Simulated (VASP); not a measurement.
Crystal: CdTe.

```
Cd Te
1.0
     0.00000    3.18156    3.40542
     3.18156    0.00000    3.40542
     3.18156    3.18156    0.00000
Cd Te
1 1
Cartesian
  0.0000 0.0000 0.0000
  1.5908 1.5908 1.7027
```

This cell differs from its parent crystal: epitaxial xy strain -3.0%.

Base run:

| Item | Value |
| --- | --- |
| Program | VASP 6.6.1 |
| Functional | r2SCAN |
| Potentials or basis | VASP PAW PBE potentials, release 64 (Cd, Te) |
| Cutoff | 520 eV |
| k mesh | 6 × 6 × 6 |
| Occupations | gaussian, width 0.01 eV |
| Spin | no spin polarisation |

Its results: band gap on the k mesh 1.13 eV, direct; pressure 1.0 GPa.

**Question.** The run is repeated on the same cell with these changes: functional from r2SCAN to PBE; occupations from gaussian, width 0.01 eV to fermi-dirac, width 0.02 eV. What comes out?

**Answer.** Band gap on the k mesh 0.63 eV, direct; pressure 2.0 GPa.

Caveats: spin-orbit coupling is left out, which moves the levels of the heavy elements; the PAW data sets were made with another functional, which shifts forces and pressure a little (some runs).

